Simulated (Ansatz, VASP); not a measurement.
## One calculation of CsPbCl3, two programs

The input INCAR:

```
SYSTEM = CsPbCl3
  PREC = Accurate
  ENCUT = 600
  EDIFF = 1E-6
  ISMEAR = -1
  SIGMA = 0.02
  LREAL = .False.
  LASPH = .True.
  NELM = 60
  ALGO = Normal
  ISIF = 3
  LWAVE = .False.
  LCHARG = .False.
  GGA = PE
  IBRION = 2
  NSW = 80
  EDIFFG = -0.01
```

The input KPOINTS:

```
Automatic mesh
0
Gamma
  6 6 6
  0 0 0
```

The input POSCAR:

```
CsPbCl3
1.0
    5.6050000000      0.0000000000      0.0000000000
    0.0000000000      5.6050000000      0.0000000000
    0.0000000000      0.0000000000      5.6050000000
Cs Pb Cl
1 1 3
Direct
    0.0000000000      0.0000000000      0.0000000000
    0.5000000000      0.5000000000      0.5000000000
    0.5000000000      0.5000000000      0.0000000000
    0.0000000000      0.5000000000      0.5000000000
    0.5000000000      0.0000000000      0.5000000000
```

Input for Ansatz:

```yaml
crystal:
  lattice:
    - [5.605, 0.0, 0.0]
    - [0.0, 5.605, 0.0]
    - [0.0, 0.0, 5.605]
  atoms:
    - { symbol: Cs, position: [0.0, 0.0, 0.0] }
    - { symbol: Pb, position: [0.5, 0.5, 0.5] }
    - { symbol: Cl, position: [0.5, 0.5, 0.0] }
    - { symbol: Cl, position: [0.0, 0.5, 0.5] }
    - { symbol: Cl, position: [0.5, 0.0, 0.5] }
  symmetry: { tolerance: 0.0003 }
hamiltonian:
  xc: pbe
  pseudopotentials: { kind: paw, azcp: { folder: soft_1 } }
basis:
  ecutwfc: 420
magnetization:
  spin_polarized: false
scf:
  occupations: { method: fermi_dirac, width: 0.02 }
kpoints:
  mp_grid: { grid: [6, 6, 6], shift: [0, 0, 0] }
output:
  forces: true
  stress: true
  eigenvalues: true
relax:
  max_steps: 60
  cell: {}
```

Alike in both runs: task relaxation of cell and atoms; functional PBE; k mesh 6 × 6 × 6; occupations fermi-dirac, width 0.02 eV; no spin polarisation.

```csv
,VASP,Ansatz
version,VASP 6.6.1,Ansatz 0.2.0
potentials or method,"VASP PAW PBE potentials, release 64 (Cs_sv, Pb_d, Cl), cutoff 600 eV",PAW plane waves
valence electrons in the cell,44,44
```

|  | VASP | Ansatz | Ansatz less VASP |
| --- | --- | --- | --- |
| gap on the k mesh at the Fermi level, each at its own relaxed structure (eV) | 2.22 | 2.22 | +0.002 |
| relaxed volume (Å³/atom) | 37.73 | 37.73 | +0.008 |
| relaxed length of the cell vector where the two differ most in proportion (Å) | 5.735 | 5.735 | +0.0004 |

Neither program's run includes spin-orbit coupling.
